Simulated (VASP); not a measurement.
Input of a VASP 6.6.1 run:

INCAR

```
  PREC = Accurate
  ENCUT = 600
  EDIFF = 1E-6
  ISMEAR = 0
  SIGMA = 0.1
  LREAL = F
  LASPH = T
  NELM = 120
  ALGO = Normal
  ISIF = 2
  LWAVE = F
  LCHARG = T
  GGA = PE
  LELF = T
  LVHAR = T
  NBANDS = 16
  GGA_COMPAT = F
```

KPOINTS

```
regular mesh
0
Gamma
  6 6 6
```

Contents of POSCAR:

```
ZrN
1.0
    0.0000000000      2.2842299900      2.2842299900
    2.2842299900      0.0000000000      2.2842299900
    2.2842299900      2.2842299900      0.0000000000
Zr N
1 1
Direct
    0.0000000000      0.0000000000      0.0000000000
    0.5000000000      0.5000000000      0.5000000000
```

Potentials or basis: VASP PAW PBE potentials, release 64 (Zr_sv, N).

Launch:

```sh
$ cat potpaw_PBE.64/Zr_sv/POTCAR potpaw_PBE.64/N/POTCAR > POTCAR
$ mpirun -np 1 vasp_std > vasp.out
```

(1) What does it give for the pressure?

Results:

(1) 4.4 GPa.

Caveat: the k points lie up to 0.40 Å⁻¹ apart.
